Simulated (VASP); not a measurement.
Write the native input for VASP 6.6.1 that does the following.

- Task: single point
- Functional: PBE
- Potentials or basis: VASP PAW PBE potentials, release 64 (W_sv, Se)
- Cutoff: 520 eV
- k mesh: 9 × 9 × 1
- Occupations: gaussian, width 0.05 eV
- Spin: no spin polarisation
- Dipole correction: yes
- Further INCAR settings: ALGO = Normal; EDIFF = 1e-06; NBANDS = 28

The structure of WSe lies in POSCAR:

```
WSe
1.0
    3.3200828448      0.0000000000      0.0000000000
   -1.6600414224      2.8752760862      0.0000000000
    0.0000000000      0.0000000000     31.6542363175
W Se
2 2
Direct
    0.0000000000      0.0000000000      0.2369351111
    0.0000000000      0.0000000000      0.7630648889
    0.3333333333      0.6666666667      0.2899562485
    0.3333333333      0.6666666667      0.7100437515
```

One way to write it, as run:

INCAR

```
SYSTEM = WSe
ALGO = Normal
DIPOL = 0.5 0.5 0.500
EDIFF = 1E-6
ENCUT = 520
GGA = PE
IDIPOL = 3
ISIF = 2
ISMEAR = 0
LASPH = .TRUE.
LCHARG = .TRUE.
LDIPOL = .TRUE.
LELF = .TRUE.
LREAL = .FALSE.
LVACPOTAV = .TRUE.
LVHAR = .TRUE.
LWAVE = .FALSE.
NBANDS = 28
NELM = 100
PREC = Accurate
SIGMA = 0.05
```

KPOINTS

```
k-points
0
G
  9 9 1
  0 0 0
```

Potentials or basis: VASP PAW PBE potentials, release 64 (W_sv, Se).

The run is started by

```console
$ cat potpaw_PBE.64/W_sv/POTCAR potpaw_PBE.64/Se/POTCAR > POTCAR
$ mpirun -np 1 vasp_std > vasp.out
```

Results of the run:

```
Largest force          : 0.662 eV/Å
Band gap on the k mesh : 0.34 eV, indirect (least direct gap 0.77 eV)
```

Caveat: spin-orbit coupling is left out, which moves the levels of the heavy elements.

It took 93 s on 1 thread of Intel(R) Xeon(R) 6975P-C (Granite Rapids), with other jobs on the host, peak memory 0.49 GiB.
